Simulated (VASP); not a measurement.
# NaSe4 (Pm-3m) in VASP: further runs

Runs on NaSe4. Level: PBE. Tasks: single point, relaxation of cell and atoms.

All numbers are computed with VASP 6.6.1; they aren't measurements. Logs are shortened: lines on timing, memory, paths and dates and some standing lists are left out, and cuts for length are marked.

### 1 The cell of the first run

The structure is cubic, space group Pm-3m (No. 221). The conventional cell has a = 5.090 Å, b = 5.090 Å, c = 5.090 Å, α = 90.00°, β = 90.00°, γ = 90.00°. Within 3.4 Å of Na (site symmetry m-3m) lie 6 Se at 2.55 Å. Se (site symmetry 4/mmm) has 2 Na at 2.55 Å within 3.4 Å. Se (site symmetry m-3m) has 12 Se at 3.60 Å and 8 Na at 4.41 Å within 4.7 Å.

### 2 Single point, PBE

Contents of INCAR:

```
SYSTEM = NaSe4
ALGO = Normal
EDIFF = 1E-6
ENCUT = 520
GGA = PE
ISIF = 2
ISMEAR = 0
LASPH = .TRUE.
LCHARG = .TRUE.
LELF = .TRUE.
LREAL = .FALSE.
LVHAR = .TRUE.
LWAVE = .FALSE.
NBANDS = 24
NELM = 100
PREC = Accurate
SIGMA = 0.1
```

Contents of KPOINTS:

```
k-points
0
G
  8 8 8
  0 0 0
```

Contents of POSCAR:

```
NaSe4
1.0
    5.0902067600      0.0000000000      0.0000000000
    0.0000000000      5.0902067600      0.0000000000
    0.0000000000      0.0000000000      5.0902067600
Na Se
1 4
Direct
    0.5000000000      0.5000000000      0.5000000000
    0.0000000000      0.5000000000      0.5000000000
    0.5000000000      0.0000000000      0.5000000000
    0.5000000000      0.5000000000      0.0000000000
    0.0000000000      0.0000000000      0.0000000000
```

Potentials or basis: VASP PAW PBE potentials, release 64 (Na_pv, Se).

The run is started by

```
$ cat potpaw_PBE.64/Na_pv/POTCAR potpaw_PBE.64/Se/POTCAR > POTCAR
$ mpirun -np 1 vasp_std > vasp.out
```

OUTCAR:

```text
SYSTEM = NaSe4
   EDIFF = 1E-6
   ENCUT = 520
   GGA = PE
   ISIF = 2
   ISMEAR = 0
   LASPH = .TRUE.
   LREAL = .FALSE.
   NELM = 100
   PREC = Accurate

 ion  position               nearest neighbor table
   1  0.500  0.500  0.500-   2 2.55   3 2.55   4 2.55   4 2.55   3 2.55   2 2.55
   2  0.000  0.500  0.500-   1 2.55   1 2.55
   3  0.500  0.000  0.500-   1 2.55   1 2.55
   4  0.500  0.500  0.000-   1 2.55   1 2.55
   5  0.000  0.000  0.000-

  LATTYP: Found a simple cubic cell.
 ALAT       =     5.0902067600

  Lattice vectors:

 A1 = (   5.0902067600,   0.0000000000,   0.0000000000)
 A2 = (   0.0000000000,   5.0902067600,   0.0000000000)
 A3 = (   0.0000000000,   0.0000000000,   5.0902067600)

Analysis of symmetry for initial positions (statically):
=====================================================================
 Subroutine PRICEL returns:
 Original cell was already a primitive cell.

 Routine SETGRP: Setting up the symmetry group for a
 simple cubic supercell.

 Subroutine GETGRP returns: Found 48 space group operations
 (whereof 48 operations were pure point group operations)
 out of a pool of 48 trial point group operations.

The static configuration has the point symmetry O_h .

Analysis of symmetry for dynamics (positions and initial velocities):
=====================================================================
 Subroutine PRICEL returns:
 Original cell was already a primitive cell.

 Routine SETGRP: Setting up the symmetry group for a
 simple cubic supercell.

 Subroutine GETGRP returns: Found 48 space group operations
 (whereof 48 operations were pure point group operations)
 out of a pool of 48 trial point group operations.

The dynamic configuration has the point symmetry O_h .

 Subroutine INISYM returns: Found 48 space group operations
 (whereof 48 operations are pure point group operations),
 and found     1 'primitive' translations

----------------------------------------------------------------------------------------

                                     Primitive cell

  volume of cell :     131.8883

  direct lattice vectors                    reciprocal lattice vectors
     5.090206760  0.000000000  0.000000000     0.196455674  0.000000000  0.000000000
     0.000000000  5.090206760  0.000000000     0.000000000  0.196455674  0.000000000
     0.000000000  0.000000000  5.090206760     0.000000000  0.000000000  0.196455674

  length of vectors
     5.090206760  5.090206760  5.090206760     0.196455674  0.196455674  0.196455674

  position of ions in fractional coordinates (direct lattice)
     0.500000000  0.500000000  0.500000000
     0.000000000  0.500000000  0.500000000
     0.500000000  0.000000000  0.500000000
     0.500000000  0.500000000  0.000000000
     0.000000000  0.000000000  0.000000000

  ion indices of the primitive-cell ions
   primitive index   ion index
                 1           1
                 2           2
                 3           3
                 4           4
                 5           5

----------------------------------------------------------------------------------------

 KPOINTS: k-points

Automatic generation of k-mesh.
 Grid dimensions read from file:
 generate k-points for:    8    8    8

 Generating k-lattice:

  Cartesian coordinates                     Fractional coordinates (reciprocal lattice)
     0.024556959  0.000000000  0.000000000     0.125000000  0.000000000  0.000000000
     0.000000000  0.024556959  0.000000000     0.000000000  0.125000000  0.000000000
     0.000000000  0.000000000  0.024556959     0.000000000  0.000000000  0.125000000

  Length of vectors
     0.024556959  0.024556959  0.024556959

  Shift w.r.t. Gamma in fractional coordinates (k-lattice)
     0.000000000  0.000000000  0.000000000

 Subroutine IBZKPT returns following result:
 ===========================================

 Found     35 irreducible k-points:

 Following reciprocal coordinates:
            Coordinates               Weight
  0.000000  0.000000  0.000000      1.000000
  0.125000  0.000000  0.000000      6.000000
  0.250000  0.000000  0.000000      6.000000
  0.375000  0.000000  0.000000      6.000000
  0.500000  0.000000  0.000000      3.000000
  0.125000  0.125000  0.000000     12.000000
[... 16 lines left out ...]
  0.375000  0.375000  0.125000     24.000000
  0.500000  0.375000  0.125000     24.000000
 [... further k-points ...]
   k-points           NKPTS =     35   k-points in BZ     NKDIM =     35   number of bands    NBANDS=     24
   number of dos      NEDOS =    301   number of ions     NIONS =      5
   total plane-waves  NPLWV =  64000
   dimension x,y,z NGX =    40 NGY =   40 NGZ =   40
   dimension x,y,z NGXF=    80 NGYF=   80 NGZF=   80
   ions per type =               1   4
   NGX,Y,Z   is equivalent  to a cutoff of  13.06, 13.06, 13.06 a.u.
   NGXF,Y,Z  is equivalent  to a cutoff of  26.13, 26.13, 26.13 a.u.
 SYSTEM =  NaSe4
   PREC   = accura    normal or accurate (medium, high low for compatibility)
   ISTART =      0    job   : 0-new  1-cont  2-samecut
   ICHARG =      2    charge: 1-file 2-atom 10-const
   ISPIN  =      1    spin polarized calculation?
   LNONCOLLINEAR =      F non collinear calculations
   LSORBIT =      F    spin-orbit coupling
   LASPH  =      T    aspherical Exc in radial PAW
   ENCUT  =  520.0 eV  38.22 Ry    6.18 a.u.   9.46  9.46  9.46*2*pi/ulx,y,z
   NELM   =    100;   NELMIN=  2; NELMDL= -5     # of ELM steps
   EDIFF  = 0.1E-05   stopping-criterion for ELM
   LREAL  =      F    real-space projection
   EDIFFG = 0.1E-04   stopping-criterion for IOM
   NSW    =      0    number of steps for IOM
   IBRION =     -1    ionic relax: 0-MD 1-quasi-New 2-CG
   NFREE  =      0    steps in history (QN), initial steepest desc. (CG)
   ISIF   =      2    stress and relaxation
   ISYM   =      2    0-nonsym 1-usesym 2-fastsym
   POTIM  = 0.5000    time-step for ionic-motion
   TEBEG  =    0.0;   TEEND  =   0.0 temperature during run
   PSTRESS=    0.0 pullay stress
   NELECT =      31.0000    total number of electrons
   NUPDOWN=      -1.0000    fix difference up-down
   EMIN   =  10.00;   EMAX   =-10.00  energy-range for DOS
   EFERMI =   0.00;   METHOD = LEGACY
   ISMEAR =     0;   SIGMA  =   0.10  broadening in eV -4-tet -1-fermi 0-gaus
   EFERMI_NEDOS =   21; number of points for ismear=-14 and -15
   IALGO  =     38    algorithm
   IMIX   =      4    mixing-type and parameters
     AMIX     =   0.40;   BMIX     =  1.00
     AMIX_MAG =   1.60;   BMIX_MAG =  1.00
  volume/ion in A,a.u.               =      26.38       178.01
  Fermi-wavevector in a.u.,A,eV,Ry     =   1.010322  1.909232 13.888165  1.020751
  Thomas-Fermi vector in A             =   2.143305
   LORBIT       =      0    0 simple, 1 ext, 2 COOP (PROOUT), +10 PAW based schemes
   GGA     = PE    functional components
   LHFCALC =     F    Hartree Fock is set to
   AEXX    =    0.0000 exact exchange contribution
   IVDW    =     0    specifies the selected vdW correction
   LEPSILON=     F    determine dielectric tensor
   LRPA    =     F    only Hartree local field effects (RPA)
 non-spin polarized calculation
 Gauss-broadening in eV      SIGMA  =   0.10
  energy-cutoff  :      520.00
  volume of cell :      131.89
 maximum number of plane-waves:      3590
 NGX is ok and might be reduce to    40
   NGX = 19   NGY = 19   NGZ = 19

 number of electron      30.9999995 magnetization

 Free energy of the ion-electron system (eV)
  ---------------------------------------------------
  ext. energy  EPLUGINS =         0.00000000
  ---------------------------------------------------
  free energy    TOTEN  =       -10.83306320 eV

  energy without entropy =      -10.78608404  energy(sigma->0) =      -10.80957362

 E-fermi :   1.3633     XC(G=0):  -8.9092

 val. band max:        1.3594104616   @ k =   0.5000   0.2500   0.1250
 cond. band min:       1.3646935462   @ k =   0.3750   0.2500   0.2500
 fundamental gap:      0.0052830845
 Fermi energy:         1.3632995222

 k-point     1 :       0.0000    0.0000    0.0000
  band No.  band energies     occupation
      1     -20.6277      2.00000
      2     -20.6277      2.00000
      3     -20.6277      2.00000
      4     -11.5976      2.00000
      5     -10.0169      2.00000
      6      -9.9963      2.00000
[... 16 lines left out ...]
     23       7.8523      0.00000
     24       7.8523      0.00000

 k-point     2 :       0.1250    0.0000    0.0000
  band No.  band energies     occupation
      1     -20.6292      2.00000
      2     -20.6277      2.00000
      3     -20.6277      2.00000
      4     -11.5465      2.00000
      5     -10.0797      2.00000
      6      -9.9988      2.00000
[... 16 lines left out ...]
     23       7.9779      0.00000
     24       8.1702      0.00000

 k-point     3 :       0.2500    0.0000    0.0000
  band No.  band energies     occupation
      1     -20.6326      2.00000
      2     -20.6276      2.00000
      3     -20.6276      2.00000
      4     -11.3979      2.00000
      5     -10.2818      2.00000
      6      -9.9866      2.00000
[... 16 lines left out ...]
     23       8.6458      0.00000
     24       9.0370      0.00000

 k-point     4 :       0.3750    0.0000    0.0000
  band No.  band energies     occupation
      1     -20.6361      2.00000
      2     -20.6275      2.00000
      3     -20.6275      2.00000
      4     -11.1673      2.00000
      5     -10.5650      2.00000
      6      -9.9797      2.00000
[... 16 lines left out ...]
     23       9.4746      0.00000
     24      10.0880      0.00000

 k-point     5 :       0.5000    0.0000    0.0000
  band No.  band energies     occupation
      1     -20.6375      2.00000
      2     -20.6275      2.00000
      3     -20.6275      2.00000
      4     -10.9082      2.00000
      5     -10.8454      2.00000
      6      -9.9768      2.00000
[... 16 lines left out ...]
     23       9.6551      0.00000
     24       9.7164      0.00000

 k-point     6 :       0.1250    0.1250    0.0000
  band No.  band energies     occupation
      1     -20.6292      2.00000
      2     -20.6291      2.00000
      3     -20.6277      2.00000
      4     -11.4961      2.00000
      5     -10.0818      2.00000
      6     -10.0558      2.00000
[... 16 lines left out ...]
     23       8.2382      0.00000
     24       8.2567      0.00000
[... 379 lines left out ...]
 k-point    21 :       0.3750    0.2500    0.1250
  band No.  band energies     occupation
      1     -20.6359      2.00000
      2     -20.6323      2.00000
      3     -20.6288      2.00000
      4     -10.9636      2.00000
      5     -10.4467      2.00000
      6     -10.1542      2.00000
[... 16 lines left out ...]
     23       9.6867      0.00000
     24      10.4160      0.00000

 k-point    22 :       0.5000    0.2500    0.1250
  band No.  band energies     occupation
      1     -20.6373      2.00000
      2     -20.6323      2.00000
      3     -20.6287      2.00000
      4     -10.7269      2.00000
      5     -10.6945      2.00000
      6     -10.1096      2.00000
[... 16 lines left out ...]
     23       9.9009      0.00000
     24      10.7765      0.00000

 k-point    23 :       0.3750    0.3750    0.1250
  band No.  band energies     occupation
      1     -20.6358      2.00000
      2     -20.6357      2.00000
      3     -20.6287      2.00000
      4     -10.7837      2.00000
      5     -10.3795      2.00000
      6     -10.3115      2.00000
[... 16 lines left out ...]
     23      10.1131      0.00000
     24      10.4422      0.00000

 k-point    24 :       0.5000    0.3750    0.1250
  band No.  band energies     occupation
      1     -20.6372      2.00000
      2     -20.6357      2.00000
      3     -20.6286      2.00000
      4     -10.5756      2.00000
      5     -10.5631      2.00000
      6     -10.2351      2.00000
[... 16 lines left out ...]
     23      10.1579      0.00000
     24      10.8872      0.00000

 [... further k-points ...]
[... 5 lines left out ...]
  --------------------------------------------------------------------------------------
  -------------------------------------------------------------------------------------
  Total        0.0337713      0.0337713      0.0337713      0.0000000      0.0000000     -0.0000000
  in kB        0.4102537      0.4102537      0.4102537      0.0000000      0.0000000     -0.0000000
  external PRESSURE =       0.4102537 kB  Pullay stress =       0.0000000 kB

 VOLUME and BASIS-vectors are now :
 -----------------------------------------------------------------------------
  energy-cutoff  :      520.00
  volume of cell :      131.89
      direct lattice vectors                 reciprocal lattice vectors
     5.090206760  0.000000000  0.000000000     0.196455674  0.000000000  0.000000000
     0.000000000  5.090206760  0.000000000     0.000000000  0.196455674  0.000000000
     0.000000000  0.000000000  5.090206760     0.000000000  0.000000000  0.196455674

 POSITION                                       TOTAL-FORCE (eV/Angst)
 -----------------------------------------------------------------------------------
      2.54510      2.54510      2.54510         0.000000      0.000000      0.000000
      0.00000      2.54510      2.54510         0.000000      0.000000      0.000000
      2.54510      0.00000      2.54510         0.000000      0.000000      0.000000
      2.54510      2.54510      0.00000         0.000000      0.000000      0.000000
      0.00000      0.00000      0.00000         0.000000      0.000000      0.000000
 -----------------------------------------------------------------------------------
    total drift:                                0.000000      0.000000     -0.000000

  FREE ENERGIE OF THE ION-ELECTRON SYSTEM (eV)
  ---------------------------------------------------
  free  energy   TOTEN  =       -10.8330632029 eV

  energy  without entropy=      -10.7860840356  energy(sigma->0) =      -10.80957362
```

Run time: 2.2 min. Hardware: 1 thread of AMD EPYC 7R43 (Zen 3), shared host; peak memory 0.23 GiB.

What came out:

- Free energy: -10.8331 eV
- Pressure: 0.0 GPa

(Continued in part 2 of 2.)
